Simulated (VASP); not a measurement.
Here is a VASP 6.6.1 calculation.

File INCAR:

```
ALGO = Normal
EDIFF = 1E-7
ENCUT = 520
GGA = PE
ISIF = 2
ISMEAR = 0
LASPH = T
LCHARG = T
LELF = T
LREAL = F
LVHAR = T
LWAVE = F
NBANDS = 36
NELM = 100
PREC = Accurate
SIGMA = 0.1
```

File KPOINTS:

```
k-points
0
Gamma
  8 8 8
```

File POSCAR:

```
CoSi
1.0
    4.4303090966      0.0000000000      0.0000000000
    0.0000000000      4.4303090966      0.0000000000
    0.0000000000      0.0000000000      4.4303090966
Co Si
4 4
Direct
    0.3549680510      0.6450319490      0.8549680510
    0.6450319490      0.1450319490      0.6450319490
    0.1450319490      0.3549680510      0.3549680510
    0.8549680510      0.8549680510      0.1450319490
    0.6568182482      0.3431817518      0.1568182482
    0.3431817518      0.8431817518      0.3431817518
    0.8431817518      0.6568182482      0.6568182482
    0.1568182482      0.1568182482      0.8431817518
```

Potentials or basis: VASP PAW PBE potentials, release 64 (Co, Si).

The run is started by

```bash
$ cat potpaw_PBE.64/Co/POTCAR potpaw_PBE.64/Si/POTCAR > POTCAR
$ mpirun -np 1 vasp_std > vasp.out
```

Estimate the pressure.

0.0 GPa.

Estimate the band gap on the k mesh.

zero (bands 26 and 27 overlap by 0.21 eV).

Caveat: the run has no spin polarisation, though such a crystal can be magnetic. Spin polarisation is off, so any magnetic state and its effect on volume and gap are missing.
